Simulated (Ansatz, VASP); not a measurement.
Ag3BrO in VASP and in Ansatz

```
CELL_PARAMETERS angstrom
6.24482 0.00000 0.00000
-3.12241 5.40817 0.00000
0.00000 0.00000 5.45808
ATOMIC_POSITIONS crystal
Ag 0.82295 0.64590 0.75000
Ag 0.35410 0.17705 0.75000
Ag 0.82295 0.17705 0.75000
Ag 0.17705 0.35410 0.25000
Ag 0.64590 0.82295 0.25000
Ag 0.17705 0.82295 0.25000
Br 0.33333 0.66667 0.75000
Br 0.66667 0.33333 0.25000
O 0.00000 0.00000 0.00000
O 0.00000 0.00000 0.50000
```

Alike in both runs: functional PBE; k mesh 3 × 3 × 4; occupations gaussian, width 0.1 eV; no spin polarisation.

Ansatz relaxed the structure, and its values are those at the end. VASP's run is a single point on that final structure, the one shown.

```csv
,VASP,Ansatz
version,VASP 6.6.1,Ansatz 0.2.0
potentials or method,"VASP PAW PBE potentials, release 64 (Ag, Br, O), cutoff 520 eV","scalar-relativistic, plane waves, PAW"
valence electrons in the cell,92,140
```

|  | VASP | Ansatz | Ansatz less VASP |
| --- | --- | --- | --- |
| gap on the k mesh at the Fermi level (eV) | none | none | - |
| pressure (GPa) | -0.2 | -0.1 | +0.09 |
| rms of the force components (eV/Å) | 0.015 | 0.017 | +0.0012 |

A gap of «none» marks a metal or a gap that the smearing closes. VASP's potentials hold 92 valence electrons a cell and Ansatz's 140, so a difference there can come from the potentials and not from the codes.

The k mesh is coarse, so the values compare programs but aren't converged.
